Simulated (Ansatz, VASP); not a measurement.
## One calculation of GaAs, two programs

```xyz
2
Lattice="0.0000 2.7696 2.7696 2.7696 0.0000 2.7696 2.7696 2.7696 0.0000" Properties=species:S:1:pos:R:3 pbc="T T T"
Ga    0.0000    0.0000    0.0000
As    4.1545    4.1545    4.1545
```

Change from the starting cell: volume scaled by 0.9405.

Alike in both runs: task single point; functional PBE; k mesh 11 × 11 × 11; occupations fermi-dirac, width 0.05 eV; no spin polarisation.

```csv
,VASP,Ansatz
version,VASP 6.6.1,Ansatz 0.2.0
potentials or method,"VASP PAW PBE potentials, release 64 (Ga_d, As), cutoff 520 eV","all-electron LAPW, scalar-relativistic"
```

Ansatz gave:

```
pressure (GPa) : 8.6
```

Question: Which values does VASP return?

Answer: Pressure (GPa): 8.9.

Ansatz ran all-electron here, and VASP with PAW potentials.
